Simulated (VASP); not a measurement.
# MgSi32 (a cell with a defect) in VASP: single point with PBE

Aim: the single point of MgSi32 (a cell with a defect) with PBE.

Program: VASP 6.6.1. These are calculated values, not measurements. Logs are shortened: lines on timing, memory, paths and dates and some standing lists are left out, and cuts for length are marked.

### 1 The cell of the first run

The cell holds a defect, 33 atoms: a = 9.220 Å, b = 9.220 Å, c = 9.992 Å, α = 116.09°, β = 116.09°, γ = 92.69°.

### 2 Single point, PBE

Input file INCAR:

```
PREC = Accurate
ENCUT = 520
EDIFF = 1E-6
ISMEAR = 0
SIGMA = 0.02
LREAL = Auto
LASPH = True
NELM = 80
ALGO = Normal
ISIF = 2
LWAVE = False
LCHARG = False
GGA = PE
NELECT = 128.0
NBANDS = 87
```

Input file KPOINTS:

```
Automatic mesh
0
Gamma
  2 2 2
  0.5 0.5 0.5
```

Input file POSCAR:

```
MgSi32
1.0
    0.0000000001     -6.6706137337      6.3650227274
   -0.0000000001      6.6706137337      6.3650227274
   -7.7025612697     -0.0000000001     -6.3650227274
Si Mg
32 1
Direct
    0.4878601204      0.3208885277      0.7504938679
    0.7373646584      0.5703936652      0.2495035006
    0.1129891640      0.4465554727      0.5001767419
    0.6128137849      0.9463793440      0.4998258196
    0.9892981392      0.8226220215      0.7483589936
    0.8645659210      0.1993316297      0.0000014281
    0.3616503381      0.6932016898      0.0000006491
    0.2409385128      0.0742629947      0.2516392836
    0.7118813405      0.3729179272      0.5136270731
    0.9431419869      0.6300358645     -0.0000020772
    0.3275663279      0.5084517828      0.2713340312
    0.8268683418      0.9904421962      0.2493282342
    0.1982522416      0.8592888683      0.4863693866
    0.0562321239      0.2371220762      0.7286704777
    0.5775420068      0.7411166108      0.7506758853
    0.4635921108      0.0997554240     -0.0000036351
    0.6731316699      0.5095578155      0.7506718606
    0.9224580185      0.7588834145      0.2493240797
    0.3017478072      0.6407112205      0.5136307082
    0.7881186048      0.1270819782      0.4863728919
    0.1724336546     -0.0084518003      0.7286659338
    0.0364079106      0.4002445974      0.0000036351
    0.5568579988      0.8699641212      0.0000020772
    0.4437679235      0.2628779712      0.2713296171
    0.8871862405      0.5536206813      0.5001741453
    0.1383496062      0.8067982944     -0.0000006491
    0.5107018725      0.6773779902      0.2516411012
    0.0121399270      0.1791115198      0.2495062269
    0.3870108185      0.0534445098      0.4998232231
    0.2590615346      0.4257370527      0.7483608112
    0.7626354319      0.9296064250      0.7504965943
    0.6354341418      0.3006683932     -0.0000014281
    0.2499999714      0.2499999714      0.0000000000
```

Potentials or basis: VASP PAW PBE potentials, release 64 (Si, Mg).

Run with:

```sh
> cat potpaw_PBE.64/Si/POTCAR potpaw_PBE.64/Mg/POTCAR > POTCAR
> mpirun -np 1 vasp_std > vasp.out
```

OUTCAR:

```text
PREC = Accurate
   ENCUT = 520
   EDIFF = 1E-6
   ISMEAR = 0
   LREAL = Auto
   LASPH = True
   NELM = 80
   ISIF = 2
   GGA = PE
   NELECT = 128.0

 ion  position               nearest neighbor table
   1  0.488  0.321  0.750-  29 2.35  32 2.36  30 2.36  17 2.38
   2  0.737  0.570  0.250-  25 2.35  32 2.36  27 2.36  18 2.38
   3  0.113  0.447  0.500-  25 2.35  30 2.35  28 2.35  19 2.35
   4  0.613  0.946  0.500-  29 2.35  27 2.35  31 2.35  20 2.35
   5  0.989  0.823  0.748-  25 2.35  26 2.35  31 2.36  21 2.37
   6  0.865  0.199  0.000-  32 2.35  28 2.36  31 2.36  22 2.38
   7  0.362  0.693  0.000-  30 2.35  27 2.35  26 2.35  23 2.37
   8  0.241  0.074  0.252-  29 2.35  26 2.35  28 2.36  24 2.37
   9  0.712  0.373  0.514-  24 2.31  20 2.34  17 2.34  25 2.35
  10  0.943  0.630  1.000-  22 2.32  18 2.34  17 2.34  26 2.37
  11  0.328  0.508  0.271-  19 2.31  27 2.37  33 2.45  24 2.55  22 2.55
  12  0.827  0.990  0.249-  20 2.34  23 2.34  18 2.35  28 2.38
  13  0.198  0.859  0.486-  21 2.31  19 2.34  18 2.34  29 2.35
  14  0.056  0.237  0.729-  20 2.31  30 2.37  33 2.45  21 2.55  22 2.55
  15  0.578  0.741  0.751-  19 2.34  23 2.34  17 2.35  31 2.38
  16  0.464  0.100  1.000-  23 2.32  32 2.38  33 2.46  21 2.55  24 2.55
  17  0.673  0.510  0.751-   9 2.34  10 2.34  15 2.35   1 2.38
  18  0.922  0.759  0.249-  13 2.34  10 2.34  12 2.35   2 2.38
  19  0.302  0.641  0.514-  11 2.31  13 2.34  15 2.34   3 2.35
  20  0.788  0.127  0.486-  14 2.31   9 2.34  12 2.34   4 2.35
  21  0.172  0.992  0.729-  13 2.31   5 2.37  33 2.45  14 2.55  16 2.55
  22  0.036  0.400  0.000-  10 2.32   6 2.38  33 2.46  11 2.55  14 2.55
  23  0.557  0.870  0.000-  16 2.32  15 2.34  12 2.34   7 2.37
  24  0.444  0.263  0.271-   9 2.31   8 2.37  33 2.45  11 2.55  16 2.55
  25  0.887  0.554  0.500-   3 2.35   5 2.35   2 2.35   9 2.35
  26  0.138  0.807  1.000-   5 2.35   8 2.35   7 2.35  10 2.37
  27  0.511  0.677  0.252-   4 2.35   7 2.35   2 2.36  11 2.37
  28  0.012  0.179  0.250-   3 2.35   6 2.36   8 2.36  12 2.38
  29  0.387  0.053  0.500-   4 2.35   8 2.35   1 2.35  13 2.35
  30  0.259  0.426  0.748-   3 2.35   7 2.35   1 2.36  14 2.37
  31  0.763  0.930  0.750-   4 2.35   6 2.36   5 2.36  15 2.38
  32  0.635  0.301  1.000-   6 2.35   1 2.36   2 2.36  16 2.38
  33  0.250  0.250  0.000-  14 2.45  24 2.45  11 2.45  21 2.45  22 2.46  16 2.46

  LATTYP: Found a face centered orthorhombic cell.
 ALAT       =    12.7300454548
 B/A-ratio  =     1.0480109843
 C/A-ratio  =     1.2101388478

  Lattice vectors:

 A1 = (  -7.7025612698,   6.6706137336,   0.0000000000)
 A2 = (  -7.7025612697,  -0.0000000001,   6.3650227274)
 A3 = (  -0.0000000001,   6.6706137337,   6.3650227274)

Analysis of symmetry for initial positions (statically):
=====================================================================
 Subroutine PRICEL returns:
 Original cell was already a primitive cell.

 Routine SETGRP: Setting up the symmetry group for a
 face centered orthorhombic supercell.

 Subroutine GETGRP returns: Found  4 space group operations
 (whereof  2 operations were pure point group operations)
 out of a pool of  8 trial point group operations.

The static configuration has the point symmetry C_1h.
 The point group associated with its full space group is C_2h.

Analysis of symmetry for dynamics (positions and initial velocities):
=====================================================================
 Subroutine PRICEL returns:
 Original cell was already a primitive cell.

 Routine SETGRP: Setting up the symmetry group for a
 face centered orthorhombic supercell.

 Subroutine GETGRP returns: Found  4 space group operations
 (whereof  2 operations were pure point group operations)
 out of a pool of  8 trial point group operations.

The dynamic configuration has the point symmetry C_1h.
 The point group associated with its full space group is C_2h.

 Subroutine INISYM returns: Found  4 space group operations
 (whereof  2 operations are pure point group operations),
 and found     1 'primitive' translations

----------------------------------------------------------------------------------------

                                     Primitive cell

  volume of cell :     654.0801

  direct lattice vectors                    reciprocal lattice vectors
     0.000000000 -6.670613734  6.365022727    -0.064913473 -0.074955622  0.078554315
    -0.000000000  6.670613734  6.365022727    -0.064913473  0.074955622  0.078554315
    -7.702561270 -0.000000000 -6.365022727    -0.129826945 -0.000000000  0.000000000

  length of vectors
[... 72 lines left out ...]

----------------------------------------------------------------------------------------

 KPOINTS: Automatic mesh

Automatic generation of k-mesh.
 Grid dimensions read from file:
 generate k-points for:    2    2    2

 Generating k-lattice:

  Cartesian coordinates                     Fractional coordinates (reciprocal lattice)
    -0.032456736 -0.037477811  0.039277157     0.500000000  0.000000000  0.000000000
    -0.032456736  0.037477811  0.039277157     0.000000000  0.500000000  0.000000000
    -0.064913473 -0.000000000  0.000000000     0.000000000  0.000000000  0.500000000

  Length of vectors
     0.063251254  0.063251254  0.064913473

  Shift w.r.t. Gamma in fractional coordinates (k-lattice)
     0.500000000  0.500000000  0.500000000

 Subroutine IBZKPT returns following result:
 ===========================================

 Found      3 irreducible k-points:

 Following reciprocal coordinates:
            Coordinates               Weight
  0.250000  0.250000  0.250000      2.000000
 -0.250000  0.250000  0.250000      4.000000
 -0.250000 -0.250000  0.250000      2.000000
   k-points           NKPTS =      3   k-points in BZ     NKDIM =      3   number of bands    NBANDS=     87
   number of dos      NEDOS =    301   number of ions     NIONS =     33
   total plane-waves  NPLWV = 392000
   dimension x,y,z NGX =    70 NGY =   70 NGZ =   80
   dimension x,y,z NGXF=   140 NGYF=  140 NGZF=  160
   ions per type =              32   1
   NGX,Y,Z   is equivalent  to a cutoff of  12.62, 12.62, 13.31 a.u.
   NGXF,Y,Z  is equivalent  to a cutoff of  25.24, 25.24, 26.62 a.u.
 SYSTEM =  unknown system
   PREC   = accura    normal or accurate (medium, high low for compatibility)
   ISTART =      0    job   : 0-new  1-cont  2-samecut
   ICHARG =      2    charge: 1-file 2-atom 10-const
   ISPIN  =      1    spin polarized calculation?
   LNONCOLLINEAR =      F non collinear calculations
   LSORBIT =      F    spin-orbit coupling
   LASPH  =      T    aspherical Exc in radial PAW
   ENCUT  =  520.0 eV  38.22 Ry    6.18 a.u.  17.14 17.14 18.58*2*pi/ulx,y,z
   NELM   =     80;   NELMIN=  2; NELMDL= -5     # of ELM steps
   EDIFF  = 0.1E-05   stopping-criterion for ELM
   LREAL  =      T    real-space projection
   EDIFFG = 0.1E-04   stopping-criterion for IOM
   NSW    =      0    number of steps for IOM
   IBRION =     -1    ionic relax: 0-MD 1-quasi-New 2-CG
   NFREE  =      0    steps in history (QN), initial steepest desc. (CG)
   ISIF   =      2    stress and relaxation
   ISYM   =      2    0-nonsym 1-usesym 2-fastsym
   POTIM  = 0.5000    time-step for ionic-motion
   TEBEG  =    0.0;   TEEND  =   0.0 temperature during run
   PSTRESS=    0.0 pullay stress
   NELECT =     128.0000    total number of electrons
   NUPDOWN=      -1.0000    fix difference up-down
   EMIN   =  10.00;   EMAX   =-10.00  energy-range for DOS
   EFERMI =   0.00;   METHOD = LEGACY
   ISMEAR =     0;   SIGMA  =   0.02  broadening in eV -4-tet -1-fermi 0-gaus
   EFERMI_NEDOS =   21; number of points for ismear=-14 and -15
   IALGO  =     38    algorithm
   IMIX   =      4    mixing-type and parameters
     AMIX     =   0.40;   BMIX     =  1.00
     AMIX_MAG =   1.60;   BMIX_MAG =  1.00
  volume/ion in A,a.u.               =      19.82       133.76
  Fermi-wavevector in a.u.,A,eV,Ry     =   0.950461  1.796112 12.291190  0.903377
  Thomas-Fermi vector in A             =   2.078840
   LORBIT       =      0    0 simple, 1 ext, 2 COOP (PROOUT), +10 PAW based schemes
   GGA     = PE    functional components
   LHFCALC =     F    Hartree Fock is set to
   AEXX    =    0.0000 exact exchange contribution
   IVDW    =     0    specifies the selected vdW correction
   LEPSILON=     F    determine dielectric tensor
   LRPA    =     F    only Hartree local field effects (RPA)
 non-spin polarized calculation
 Gauss-broadening in eV      SIGMA  =   0.02
  energy-cutoff  :      520.00
  volume of cell :      654.08
 maximum number of plane-waves:     17670
 NGX is ok and might be reduce to    70
   NGX = 35   NGY = 35   NGZ = 37

 number of electron     128.0000000 magnetization

 Free energy of the ion-electron system (eV)
  ---------------------------------------------------
  ext. energy  EPLUGINS =         0.00000000
  ---------------------------------------------------
  free energy    TOTEN  =      -184.42693458 eV

  energy without entropy =     -184.42693458  energy(sigma->0) =     -184.42693458

 E-fermi :   5.7994     XC(G=0):  -9.3731

 val. band max:        5.6947060638   @ k =  -0.2500  -0.2500   0.2500
 cond. band min:       6.4736407864   @ k =   0.2500   0.2500   0.2500
 fundamental gap:      0.7789347226
 Fermi energy:         5.7994229633

 k-point     1 :       0.2500    0.2500    0.2500
  band No.  band energies     occupation
      1      -5.3631      2.00000
      2      -5.3600      2.00000
      3      -5.1921      2.00000
      4      -5.1738      2.00000
      5      -3.9192      2.00000
      6      -3.9081      2.00000
[... 226 lines left out ...]
     75       8.1443      0.00000
     76       8.1595      0.00000
 [bands above 76 left out]

------------------------ aborting loop because EDIFF is reached ----------------------------------------

  FORCE on cell =-STRESS in cart. coord.  units (eV):
  Direction    XX          YY          ZZ          XY          YZ          ZX
  --------------------------------------------------------------------------------------
  -------------------------------------------------------------------------------------
  Total       -7.7494818     -7.8879196    -13.7257096      0.0000000     -0.0329875      0.0000000
  in kB      -18.9824532    -19.3215583    -33.6212982      0.0000000     -0.0808033      0.0000000
  external PRESSURE =     -23.9751033 kB  Pullay stress =       0.0000000 kB

 VOLUME and BASIS-vectors are now :
 -----------------------------------------------------------------------------
  energy-cutoff  :      520.00
  volume of cell :      654.08
      direct lattice vectors                 reciprocal lattice vectors
     0.000000000 -6.670613734  6.365022727    -0.064913473 -0.074955622  0.078554315
    -0.000000000  6.670613734  6.365022727    -0.064913473  0.074955622  0.078554315
    -7.702561270 -0.000000000 -6.365022727    -0.129826945 -0.000000000  0.000000000

 POSITION                                       TOTAL-FORCE (eV/Angst)
 -----------------------------------------------------------------------------------
     -5.78073     -1.11380      0.37079         0.001731     -0.003096      0.000057
     -1.92182     -1.11380      6.73582        -0.001731     -0.003096      0.000057
     -3.85264      2.22509      0.37788         0.002132      0.001771      0.003230
     -3.84994      2.22509      6.74290        -0.002132      0.001771      0.003230
     -5.76428     -1.11183      6.76959         0.002617     -0.002438     -0.005905
     -0.00001     -4.43752      6.77172         0.000000     -0.002689     -0.002595
[... 25 lines left out ...]
     -7.70255     -2.23309     -0.40670        -0.000000      0.002689      0.002595
      0.00000      0.00000      3.18251         0.000000     -0.000000      0.000000
 -----------------------------------------------------------------------------------
    total drift:                                0.000183     -0.000020     -0.000595

  FREE ENERGIE OF THE ION-ELECTRON SYSTEM (eV)
  ---------------------------------------------------
  free  energy   TOTEN  =      -184.4269345783 eV

  energy  without entropy=     -184.4269345783  energy(sigma->0) =     -184.42693458
```

Run time: 2.9 min. Hardware: 1 thread of AMD EPYC 9R45 (Zen 5), shared host; peak memory 0.74 GiB.

What came out:

- Free energy: -184.4269 eV
- Largest force: 0.015 eV/Å

Forces in eV/Å, atoms in the order of the input:
```
Si   0.002 -0.003  0.000
Si  -0.002 -0.003  0.000
Si   0.002  0.002  0.003
Si  -0.002  0.002  0.003
Si   0.003 -0.002 -0.006
Si   0.000 -0.003 -0.003
Si   0.000  0.001 -0.003
Si  -0.003 -0.002 -0.006
Si   0.004  0.001  0.000
Si   0.000 -0.002 -0.002
Si  -0.010  0.003  0.008
Si   0.002 -0.001 -0.002
Si  -0.004  0.001  0.000
Si   0.010  0.003  0.008
Si  -0.002 -0.001 -0.002
Si   0.000 -0.015  0.003
Si  -0.002  0.001  0.002
Si   0.002  0.001  0.002
Si   0.004 -0.001  0.000
Si  -0.004 -0.001  0.000
Si   0.010 -0.003 -0.008
Si   0.000  0.015 -0.003
Si   0.000  0.002  0.002
Si  -0.010 -0.003 -0.008
Si   0.002 -0.002 -0.003
Si   0.000 -0.001  0.003
Si  -0.003  0.002  0.006
Si  -0.002  0.003  0.000
Si  -0.002 -0.002 -0.003
Si   0.003  0.002  0.006
Si   0.002  0.003  0.000
Si   0.000  0.003  0.003
Mg   0.000  0.000  0.000
```

Caveat: the cell carries a net charge on a neutralising background, which shifts energy and pressure; the cell is charged against a uniform background, so pressure and absolute levels hang on convention.
